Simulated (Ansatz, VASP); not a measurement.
Cl in VASP and in Ansatz

```xyz
4
Lattice="3.7769 0.0000 0.0000 -1.8884 3.2709 0.0000 0.0000 0.0000 7.5279" Properties=species:S:1:pos:R:3 pbc="T T T"
Cl    0.0000    0.0000    0.0000
Cl    0.0000    0.0000    3.7640
Cl    0.0000    2.1806    5.6459
Cl    1.8884    1.0903    1.8820
```

Alike in both runs: task relaxation of cell and atoms; functional PBE; k mesh 15 × 15 × 6; occupations gaussian, width 0.1 eV; no spin polarisation.

|  | VASP | Ansatz |
| --- | --- | --- |
| version | VASP 6.6.1 | Ansatz 0.2.0 |
| potentials or method | VASP PAW PBE potentials, release 64 (Cl), cutoff 600 eV | scalar-relativistic, plane waves, PAW |
| valence electrons in the cell | 28 | 28 |

|  | VASP | Ansatz | Ansatz less VASP |
| --- | --- | --- | --- |
| gap on the k mesh at the Fermi level, each at its own relaxed structure (eV) | none | none | - |
| relaxed volume (Å³/atom) | 23.25 | 23.25 | 0.000 |
| relaxed length of the cell vector where the two differ most in proportion (Å) | 3.777 | 3.777 | 0.0000 |

A gap of «none» marks a metal or a gap that the smearing closes.

Noted on VASP's run: the relaxation stopped at its first step, so nothing moved.
